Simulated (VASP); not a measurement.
Input of a VASP 6.6.1 run:

File INCAR:

```
ALGO     = Normal         # electronic algorithm
EDIFF    = 1E-7           # SCF threshold, eV
EDIFFG   = -0.01          # ionic threshold
ENCUT    = 600            # plane-wave cutoff, eV
GGA      = PS             # functional
IBRION   = 2              # ionic algorithm
ISIF     = 3              # what is computed and relaxed
ISMEAR   = -1             # smearing method
LASPH    = True           # aspherical terms in the spheres
LCHARG   = False          # write CHGCAR
LREAL    = False          # projectors in reciprocal space
LWAVE    = False          # write WAVECAR
NELM     = 80             # most SCF steps
NSW      = 60             # ionic steps
PREC     = Accurate       # precision mode
PSTRESS  = 300.0        
SIGMA    = 0.05           # smearing width, eV
```

KPOINTS

```
k-points
0
Gamma
  10 10 10
```

The input POSCAR:

```
As
1.0
    2.7036817444      0.0000000000      0.0000000000
    0.0000000000      2.7036817444      0.0000000000
    0.0000000000      0.0000000000      2.7036817444
As
1
Direct
    0.5000000000      0.5000000000      0.5000000000
```

Potentials or basis: VASP PAW PBE potentials, release 64 (As).

Launch:

```console
$ cat potpaw_PBE.64/As/POTCAR > POTCAR
$ mpirun -np 1 vasp_std > vasp.out
```

(1) Predict the space group after relaxing (to 0.05 Å).

(2) What does it give for the relaxed cell?

(3) Estimate the relaxed volume.

## Answers

(1) Pm-3m (No. 221).

(2) a = 2.509 Å, b = 2.509 Å, c = 2.509 Å, α = 90.00°, β = 90.00°, γ = 90.00°.

(3) 15.80 Å³/atom.

Caveat: the cell is relaxed towards a set pressure, so the enthalpy falls and the energy may rise; the volume moved by over 15 % at a fixed basis, so the end points are rough; the PAW data sets were made with another functional, which shifts forces and pressure a little.
